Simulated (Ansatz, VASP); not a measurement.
## CaO: VASP beside Ansatz

The input INCAR:

```
ALGO = Normal
EDIFF = 1E-6
ENCUT = 520
GGA = PE
ISIF = 2
ISMEAR = -1
LASPH = True
LCHARG = True
LELF = True
LREAL = False
LVHAR = True
LWAVE = False
NBANDS = 24
NELM = 80
PREC = Accurate
SIGMA = 0.02
```

KPOINTS

```
k-points
0
Gamma
  12 12 6
```

POSCAR

```
CaO
1.0
    3.9810268763      0.0740470999      0.0000000000
   -1.9263867686      3.4106468581      0.0000000000
    0.0000000000      0.0000000000      4.7701151974
Ca O
2 2
Direct
    0.3282779585      0.6669270202      0.2500000000
    0.6717220415      0.3330729798      0.7500000000
    0.6705668831      0.3331426173      0.2500000000
    0.3294331169      0.6668573827      0.7500000000
```

Input for Ansatz:

```yaml
crystal:
  lattice:
    - [3.9810268763, 0.0740470999, 0.0]
    - [-1.9263867686, 3.4106468581, 0.0]
    - [0.0, 0.0, 4.7701151974]
  atoms:
    - { symbol: Ca, position: [0.3282779585, 0.6669270202, 0.25] }
    - { symbol: Ca, position: [0.6717220415, 0.3330729798, 0.75] }
    - { symbol: O, position: [0.6705668831, 0.3331426173, 0.25] }
    - { symbol: O, position: [0.3294331169, 0.6668573827, 0.75] }
kpoints:
  mp_grid: { grid: [12, 12, 6] }
  band_path:
    path:
      - [0.0, 0.0, 0.0]
      - [0.5, 0.0, 0.0]
      - [0.3333333333, 0.3333333333, 0.0]
      - [0.0, 0.0, 0.5]
      - [0.5, 0.0, 0.5]
      - [0.3333333333, 0.3333333333, 0.5]
    npoints: 1
hamiltonian:
  xc: pbe
scf:
  occupations: { method: fermi_dirac, width: 0.02 }
  n_extra_bands: 5
output:
  forces: true
  stress: true
  eigenvalues: true
  write_density: true
  write_potential: true
  elf: true
  volumetric_format: npy
```

Change from the starting cell: shear_xy strain +3.7%.

Alike in both runs: task single point; functional PBE; k mesh 12 × 12 × 6; occupations fermi-dirac, width 0.02 eV; no spin polarisation.

|  | VASP | Ansatz |
| --- | --- | --- |
| version | VASP 6.6.1 | Ansatz 0.2.0 |
| potentials or method | VASP PAW PBE potentials, release 64 (Ca_sv, O) | plane waves, PAW |
| plane-wave cutoff (eV) | 520 | 420 |
| valence electrons in the cell | 32 | 32 |

```tsv
	VASP	Ansatz	Ansatz less VASP
gap on the k mesh at the Fermi level (eV)	3.19	3.20	+0.015
pressure (GPa)	2.2	1.7	-0.51
traceless stress, the component that is largest in VASP (GPa)	-0.48	-0.49	-0.014
```
